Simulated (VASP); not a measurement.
Write the native input for VASP 6.6.1 that does the following.

| Property | Result |
| --- | --- |
| Task | single point |
| Functional | PBE |
| Potentials or basis | VASP PAW PBE potentials, release 64 (Bi_d, O) |
| Cutoff | 520 eV |
| k mesh | 8 × 8 × 4 |
| Occupations | gaussian, width 0.1 eV |
| Spin | no spin polarisation |
| Dipole correction | no |
| Further INCAR settings | ALGO = Normal; EDIFF = 1e-07; NBANDS = 61 |

The structure of Bi3O lies in POSCAR:

```
Bi3O
1.0
    4.0269760718      0.0000000000      0.0000000000
    0.0000000000      4.0269760718      0.0000000000
    0.0000000000      0.0000000000     12.8880225220
Bi O
6 2
Direct
    0.5000000000      0.0000000000      0.9024071090
    0.0000000000      0.5000000000      0.0975928910
    0.5000000000      0.0000000000      0.6022893758
    0.0000000000      0.5000000000      0.7235900403
    0.0000000000      0.5000000000      0.3977106242
    0.5000000000      0.0000000000      0.2764099597
    0.5000000000      0.5000000000      0.0000000000
    0.0000000000      0.0000000000      0.0000000000
```

The input as run:

INCAR

```
PREC     = Accurate       # precision mode
ENCUT    = 520            # plane-wave cutoff, eV
EDIFF    = 1E-7           # SCF threshold, eV
ISMEAR   = 0              # smearing method
SIGMA    = 0.1            # smearing width, eV
LREAL    = F              # projectors in reciprocal space
LASPH    = T              # aspherical terms in the spheres
NELM     = 80             # most SCF steps
ALGO     = Normal         # electronic algorithm
ISIF     = 2              # what is computed and relaxed
LWAVE    = F              # write WAVECAR
LCHARG   = F              # write CHGCAR
GGA      = PE             # functional
NBANDS   = 61             # bands
```

KPOINTS

```
regular mesh
0
Gamma
  8 8 4
```

Potentials or basis: VASP PAW PBE potentials, release 64 (Bi_d, O).

Command:

```bash
$ cat potpaw_PBE.64/Bi_d/POTCAR potpaw_PBE.64/O/POTCAR > POTCAR
$ mpirun -np 1 vasp_std > vasp.out
```

Results of the run:

- Pressure: 0.0 GPa
- Largest force: 0.033 eV/Å
- Band gap on the k mesh: zero (bands 51 and 52 overlap by 2.30 eV)

Caveat: spin-orbit coupling is left out, which moves the levels of the heavy elements.

It took 4.2 min on 1 thread of AMD EPYC 9R45 96-Core Processor (Zen 5), with other jobs on the host, peak memory 0.5 GiB.
